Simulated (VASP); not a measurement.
# Mg (Im-3m) in VASP: notebook, part 2 of 3

VASP 6.6.1.

## (3) Electric field gradients, PBE (13.13 Å³/atom)

This run uses another cell than the first one, of 13.13 Å³/atom.

INCAR reads:

```
  ALGO = Normal
  EDIFF = 1E-8
  ENCUT = 520
  GGA = PE
  ISIF = 2
  ISMEAR = -1
  LASPH = T
  LCHARG = F
  LEFG = T
  LREAL = F
  LWAVE = F
  NBANDS = 7
  NELM = 80
  PREC = Accurate
  SIGMA = 0.03
```

KPOINTS reads:

```
k-points
0
Gamma
  19 19 19
```

POSCAR reads:

```
Mg
1.0
   -1.4862784307      1.4862784307      1.4862784307
    1.4862784307     -1.4862784307      1.4862784307
    1.4862784307      1.4862784307     -1.4862784307
Mg
1
Direct
    0.0000000000      0.0000000000      0.0000000000
```

Potentials or basis: VASP PAW PBE potentials, release 64 (Mg).

Command:

```console
$ cat potpaw_PBE.64/Mg/POTCAR > POTCAR
$ mpirun -np 1 vasp_std > vasp.out
```

OUTCAR:

```text
EDIFF = 1E-8
   ENCUT = 520
   GGA = PE
   ISIF = 2
   ISMEAR = -1
   LASPH = T
   LREAL = F
   NELM = 80
   PREC = Accurate

 ion  position               nearest neighbor table
   1  0.000  0.000  0.000-

  LATTYP: Found a body centered cubic cell.
 ALAT       =     2.9725568614

  Lattice vectors:

 A1 = (  -1.4862784307,   1.4862784307,   1.4862784307)
 A2 = (   1.4862784307,  -1.4862784307,   1.4862784307)
 A3 = (   1.4862784307,   1.4862784307,  -1.4862784307)

Analysis of symmetry for initial positions (statically):
=====================================================================
 Subroutine PRICEL returns:
 Original cell was already a primitive cell.

 Routine SETGRP: Setting up the symmetry group for a
 body centered cubic supercell.

 Subroutine GETGRP returns: Found 48 space group operations
 (whereof 48 operations were pure point group operations)
 out of a pool of 48 trial point group operations.

The static configuration has the point symmetry O_h .

Analysis of symmetry for dynamics (positions and initial velocities):
=====================================================================
 Subroutine PRICEL returns:
 Original cell was already a primitive cell.

 Routine SETGRP: Setting up the symmetry group for a
 body centered cubic supercell.

 Subroutine GETGRP returns: Found 48 space group operations
 (whereof 48 operations were pure point group operations)
 out of a pool of 48 trial point group operations.

The dynamic configuration has the point symmetry O_h .

 Subroutine INISYM returns: Found 48 space group operations
 (whereof 48 operations are pure point group operations),
 and found     1 'primitive' translations

----------------------------------------------------------------------------------------

                                     Primitive cell

  volume of cell :      13.1329

  direct lattice vectors                    reciprocal lattice vectors
    -1.486278431  1.486278431  1.486278431     0.000000000  0.336410722  0.336410722
     1.486278431 -1.486278431  1.486278431     0.336410722  0.000000000  0.336410722
     1.486278431  1.486278431 -1.486278431     0.336410722  0.336410722  0.000000000

  length of vectors
     2.574309756  2.574309756  2.574309756     0.475756606  0.475756606  0.475756606

  position of ions in fractional coordinates (direct lattice)
     0.000000000  0.000000000  0.000000000

  ion indices of the primitive-cell ions
   primitive index   ion index
                 1           1

----------------------------------------------------------------------------------------

 KPOINTS: k-points

Automatic generation of k-mesh.
 Grid dimensions read from file:
 generate k-points for:   19   19   19

 Generating k-lattice:

  Cartesian coordinates                     Fractional coordinates (reciprocal lattice)
     0.000000000  0.017705827  0.017705827     0.052631579  0.000000000  0.000000000
[... 64 lines left out ...]
   NFREE  =      0    steps in history (QN), initial steepest desc. (CG)
   ISIF   =      2    stress and relaxation
   ISYM   =      2    0-nonsym 1-usesym 2-fastsym
   POTIM  = 0.5000    time-step for ionic-motion
   TEBEG  =    0.0;   TEEND  =   0.0 temperature during run
   PSTRESS=    0.0 pullay stress
   NELECT =       2.0000    total number of electrons
   NUPDOWN=      -1.0000    fix difference up-down
   EMIN   =  10.00;   EMAX   =-10.00  energy-range for DOS
   EFERMI =   0.00;   METHOD = LEGACY
   ISMEAR =    -1;   SIGMA  =   0.03  broadening in eV -4-tet -1-fermi 0-gaus
   EFERMI_NEDOS =   21; number of points for ismear=-14 and -15
   IALGO  =     38    algorithm
   IMIX   =      4    mixing-type and parameters
     AMIX     =   0.40;   BMIX     =  1.00
     AMIX_MAG =   1.60;   BMIX_MAG =  1.00
  volume/ion in A,a.u.               =      13.13        88.63
  Fermi-wavevector in a.u.,A,eV,Ry     =   0.874241  1.652077 10.398904  0.764298
  Thomas-Fermi vector in A             =   1.993745
   LORBIT       =      0    0 simple, 1 ext, 2 COOP (PROOUT), +10 PAW based schemes
   GGA     = PE    functional components
   LHFCALC =     F    Hartree Fock is set to
   AEXX    =    0.0000 exact exchange contribution
   IVDW    =     0    specifies the selected vdW correction
   LEPSILON=     F    determine dielectric tensor
   LRPA    =     F    only Hartree local field effects (RPA)
 non-spin polarized calculation
  energy-cutoff  :      520.00
  volume of cell :       13.13
 maximum number of plane-waves:       370
   NGX =  9   NGY =  9   NGZ =  9

 number of electron       2.0000000 magnetization

 Free energy of the ion-electron system (eV)
  ---------------------------------------------------
  ext. energy  EPLUGINS =         0.00000000
  ---------------------------------------------------
  free energy    TOTEN  =        -0.34716870 eV

  energy without entropy =       -0.34618433  energy(sigma->0) =       -0.34667651

 E-fermi :   6.4582     XC(G=0): -10.4186

 val. band max:        6.4447736241   @ k =   0.3684   0.1579   0.1053
 cond. band min:       6.4742470287   @ k =  -0.4737  -0.4737   0.2632
 fundamental gap:      0.0294734047
 Fermi energy:         6.4582407738

 k-point     1 :       0.0000    0.0000    0.0000
  band No.  band energies     occupation
      1      -3.3284      2.00000
      2      23.6941      0.00000
      3      23.6941      0.00000
      4      23.6941      0.00000
      5      26.3924      0.00000
      6      26.3924      0.00000
      7      28.1246      0.00000
[... 221 lines left out ...]
 k-point    24 :       0.3158    0.1053   -0.0000
  band No.  band energies     occupation
      1       1.4110      2.00000
      2       9.4945      0.00000
      3      15.5916      0.00000
      4      20.5643      0.00000
      5      22.5998      0.00000
      6      26.4520      0.00000
      7      30.0029      0.00000

 [... further k-points ...]

------------------------ aborting loop because EDIFF is reached ----------------------------------------

  FORCE on cell =-STRESS in cart. coord.  units (eV):
  Direction    XX          YY          ZZ          XY          YZ          ZX
  --------------------------------------------------------------------------------------
  -------------------------------------------------------------------------------------
  Total        4.8340042      4.8340042      4.8340042     -0.0000000      0.0000000     -0.0000000
  in kB      589.7352467    589.7352467    589.7352467     -0.0000000      0.0000000     -0.0000000
  external PRESSURE =     589.7352467 kB  Pullay stress =       0.0000000 kB

 VOLUME and BASIS-vectors are now :
 -----------------------------------------------------------------------------
  energy-cutoff  :      520.00
  volume of cell :       13.13
      direct lattice vectors                 reciprocal lattice vectors
    -1.486278431  1.486278431  1.486278431     0.000000000  0.336410722  0.336410722
     1.486278431 -1.486278431  1.486278431     0.336410722  0.000000000  0.336410722
     1.486278431  1.486278431 -1.486278431     0.336410722  0.336410722  0.000000000

 POSITION                                       TOTAL-FORCE (eV/Angst)
 -----------------------------------------------------------------------------------
      0.00000      0.00000      0.00000        -0.000000     -0.000000      0.000000
 -----------------------------------------------------------------------------------
    total drift:                                0.000000      0.000000      0.000000

  FREE ENERGIE OF THE ION-ELECTRON SYSTEM (eV)
  ---------------------------------------------------
  free  energy   TOTEN  =        -0.3471686962 eV

  energy  without entropy=       -0.3461843289  energy(sigma->0) =       -0.34667651

 Electric field gradients (V/A^2)
---------------------------------------------------------------------
 ion       V_xx      V_yy      V_zz      V_xy      V_xz      V_yz
---------------------------------------------------------------------
   1      -0.000    -0.000    -0.000    -0.000    -0.000    -0.000
---------------------------------------------------------------------

 Electric field gradients after diagonalization (V/A^2)
 (convention: |V_zz| > |V_xx| > |V_yy|)
----------------------------------------------------------------------
 ion       V_xx      V_yy      V_zz     asymmetry (V_yy - V_xx)/ V_zz
----------------------------------------------------------------------
   1       0.000     0.000    -0.000       0.000
----------------------------------------------------------------------

           NMR quadrupolar parameters

 Cq : quadrupolar parameter    Cq=e*Q*V_zz/h
 eta: asymmetry parameters     (V_yy - V_xx)/ V_zz
 Q  : nuclear electric quadrupole moment in mb (millibarn)
----------------------------------------------------------------------
 ion       Cq(MHz)       eta       Q (mb)
----------------------------------------------------------------------
   1      -0.000       0.000       1.000
----------------------------------------------------------------------
```

stdout:

```text
POSCAR found type information on POSCAR Mg
 POSCAR found :  1 types and       1 ions
 scaLAPACK will be used
 LDA part: xc-table for (Slater+PW92), standard interpolation
 POSCAR, INCAR and KPOINTS ok, starting setup
 FFT: planning ... GRIDC
 FFT: planning ... GRID_SOFT
 FFT: planning ... GRID
 WAVECAR not read
 entering main loop
ion   1
```

Run time: 32 s. Hardware: 1 thread of Intel Xeon 8259CL, shared host; peak memory 0.14 GiB.

Results:

| Quantity | Value |
| --- | --- |
| Free energy | -0.3472 eV |
| Pressure | 59.0 GPa |
| Band gap on the k mesh | zero (bands 1 and 2 overlap by 4.20 eV) |
| Largest electric field gradient by atom | zero within the noise of the run |

Levels at points of the mesh, in eV from the Fermi level:
| k point | band 1 | band 2 | band 3 | band 4 |
| --- | --- | --- | --- | --- |
| (0.00, 0.00, 0.00) | -9.79 | 17.24 | 17.24 | 17.24 |

Caveat: the cell stands under pressure.

## (4) Electric field gradients, PBE (13.39 Å³/atom)

This run uses another cell than the first one, of 13.39 Å³/atom.

INCAR reads:

```
SYSTEM = Mg
PREC = Accurate
ENCUT = 520
EDIFF = 1E-8
ISMEAR = -1
SIGMA = 0.03
LREAL = .FALSE.
LASPH = .TRUE.
NELM = 60
ALGO = Normal
ISIF = 2
LWAVE = .FALSE.
LCHARG = .FALSE.
GGA = PE
LEFG = .TRUE.
NBANDS = 7
```

KPOINTS reads:

```
Automatic mesh
0
G
  19 19 19
  0 0 0
```

POSCAR reads:

```
Mg
1.0
   -1.4959298597      1.4959298597      1.4959298597
    1.4959298597     -1.4959298597      1.4959298597
    1.4959298597      1.4959298597     -1.4959298597
Mg
1
Direct
    0.0000000000      0.0000000000      0.0000000000
```

Potentials or basis: VASP PAW PBE potentials, release 64 (Mg).

Command:

```console
$ cat potpaw_PBE.64/Mg/POTCAR > POTCAR
$ mpirun -np 1 vasp_std > vasp.out
```

OUTCAR:

```text
SYSTEM = Mg
   PREC = Accurate
   ENCUT = 520
   EDIFF = 1E-8
   ISMEAR = -1
   LREAL = .FALSE.
   LASPH = .TRUE.
   NELM = 60
   ISIF = 2
   GGA = PE

 ion  position               nearest neighbor table
   1  0.000  0.000  0.000-

  LATTYP: Found a body centered cubic cell.
 ALAT       =     2.9918597194

  Lattice vectors:

 A1 = (  -1.4959298597,   1.4959298597,   1.4959298597)
 A2 = (   1.4959298597,  -1.4959298597,   1.4959298597)
 A3 = (   1.4959298597,   1.4959298597,  -1.4959298597)

Analysis of symmetry for initial positions (statically):
=====================================================================
 Subroutine PRICEL returns:
 Original cell was already a primitive cell.

 Routine SETGRP: Setting up the symmetry group for a
 body centered cubic supercell.

 Subroutine GETGRP returns: Found 48 space group operations
 (whereof 48 operations were pure point group operations)
 out of a pool of 48 trial point group operations.

The static configuration has the point symmetry O_h .

Analysis of symmetry for dynamics (positions and initial velocities):
=====================================================================
 Subroutine PRICEL returns:
 Original cell was already a primitive cell.

 Routine SETGRP: Setting up the symmetry group for a
 body centered cubic supercell.

 Subroutine GETGRP returns: Found 48 space group operations
 (whereof 48 operations were pure point group operations)
 out of a pool of 48 trial point group operations.

The dynamic configuration has the point symmetry O_h .

 Subroutine INISYM returns: Found 48 space group operations
[... 151 lines left out ...]
      1      -3.3832      2.00000
      2      23.3655      0.00000
      3      23.3655      0.00000
      4      23.3655      0.00000
      5      26.0356      0.00000
      6      26.0356      0.00000
      7      27.7457      0.00000
[... 221 lines left out ...]
 k-point    24 :       0.3158    0.1053    0.0000
  band No.  band energies     occupation
      1       1.2990      2.00000
      2       9.3030      0.00000
      3      15.3437      0.00000
      4      20.1844      0.00000
      5      22.2590      0.00000
      6      26.0397      0.00000
      7      29.5451      0.00000

 [... further k-points ...]

------------------------ aborting loop because EDIFF is reached ----------------------------------------

  FORCE on cell =-STRESS in cart. coord.  units (eV):
  Direction    XX          YY          ZZ          XY          YZ          ZX
  --------------------------------------------------------------------------------------
  -------------------------------------------------------------------------------------
  Total        4.5797908      4.5797908      4.5797908      0.0000000      0.0000000     -0.0000000
  in kB      547.9772651    547.9772651    547.9772651      0.0000000      0.0000000     -0.0000000
  external PRESSURE =     547.9772651 kB  Pullay stress =       0.0000000 kB

 VOLUME and BASIS-vectors are now :
 -----------------------------------------------------------------------------
  energy-cutoff  :      520.00
  volume of cell :       13.39
      direct lattice vectors                 reciprocal lattice vectors
    -1.495929860  1.495929860  1.495929860     0.000000000  0.334240270  0.334240270
     1.495929860 -1.495929860  1.495929860     0.334240270  0.000000000  0.334240270
     1.495929860  1.495929860 -1.495929860     0.334240270  0.334240270  0.000000000

 POSITION                                       TOTAL-FORCE (eV/Angst)
 -----------------------------------------------------------------------------------
      0.00000      0.00000      0.00000         0.000000     -0.000000     -0.000000
 -----------------------------------------------------------------------------------
    total drift:                                0.000000      0.000000      0.000000

  FREE ENERGIE OF THE ION-ELECTRON SYSTEM (eV)
  ---------------------------------------------------
  free  energy   TOTEN  =        -0.4385872701 eV

  energy  without entropy=       -0.4376043949  energy(sigma->0) =       -0.43809583

 Electric field gradients (V/A^2)
---------------------------------------------------------------------
 ion       V_xx      V_yy      V_zz      V_xy      V_xz      V_yz
---------------------------------------------------------------------
   1      -0.000     0.000     0.000    -0.000    -0.000    -0.000
---------------------------------------------------------------------

 Electric field gradients after diagonalization (V/A^2)
 (convention: |V_zz| > |V_xx| > |V_yy|)
----------------------------------------------------------------------
 ion       V_xx      V_yy      V_zz     asymmetry (V_yy - V_xx)/ V_zz
----------------------------------------------------------------------
   1       0.000     0.000    -0.000       0.000
----------------------------------------------------------------------

           NMR quadrupolar parameters

 Cq : quadrupolar parameter    Cq=e*Q*V_zz/h
 eta: asymmetry parameters     (V_yy - V_xx)/ V_zz
 Q  : nuclear electric quadrupole moment in mb (millibarn)
----------------------------------------------------------------------
 ion       Cq(MHz)       eta       Q (mb)
----------------------------------------------------------------------
   1      -0.000       0.000       1.000
----------------------------------------------------------------------
```

OSZICAR:

```text
N       E                     dE             d eps       ncg     rms          rms(c)
DAV:   1     0.472264386472E+00    0.47226E+00   -0.90644E+02  3472   0.204E+02
DAV:   2    -0.467497734866E+00   -0.93976E+00   -0.90819E+00  4277   0.144E+01
DAV:   3    -0.470151865750E+00   -0.26541E-02   -0.26537E-02  3612   0.842E-01
DAV:   4    -0.470156109699E+00   -0.42439E-05   -0.42435E-05  4473   0.243E-02
DAV:   5    -0.470156117982E+00   -0.82828E-08   -0.89984E-08  3710   0.744E-04    0.750E-01
DAV:   6    -0.451103650466E+00    0.19052E-01   -0.28148E-04  3822   0.112E-01    0.479E-01
DAV:   7    -0.438723232327E+00    0.12380E-01   -0.51806E-04  3458   0.166E-01    0.198E-02
DAV:   8    -0.438597473714E+00    0.12576E-03   -0.18314E-05  3857   0.251E-02    0.563E-03
DAV:   9    -0.438586993860E+00    0.10480E-04   -0.36678E-06  3654   0.108E-02    0.717E-04
DAV:  10    -0.438587240949E+00   -0.24709E-06   -0.60626E-08  3696   0.146E-03    0.481E-05
DAV:  11    -0.438587268369E+00   -0.27420E-07   -0.22967E-10  2436   0.989E-05    0.141E-05
DAV:  12    -0.438587270063E+00   -0.16940E-08   -0.14619E-11  1764   0.233E-05
   1 F= -.43858727E+00 E0= -.43809583E+00  d E =-.982875E-03
```

stdout:

```text
POSCAR found type information on POSCAR Mg
 POSCAR found :  1 types and       1 ions
 scaLAPACK will be used
 LDA part: xc-table for (Slater+PW92), standard interpolation
 POSCAR, INCAR and KPOINTS ok, starting setup
 FFT: planning ... GRIDC
 FFT: planning ... GRID_SOFT
 FFT: planning ... GRID
 WAVECAR not read
 entering main loop
ion   1
```

Run time: 36 s. Hardware: 1 thread of Intel Xeon 8259CL, shared host; peak memory 0.14 GiB.

What came out:

* Free energy: -0.4386 eV
* Pressure: 54.8 GPa
* Band gap on the k mesh: zero (bands 1 and 2 overlap by 4.20 eV)
* Largest electric field gradient by atom: zero within the noise of the run

Caveat: the cell stands under pressure.

(Part 2 of 3 ends here.)
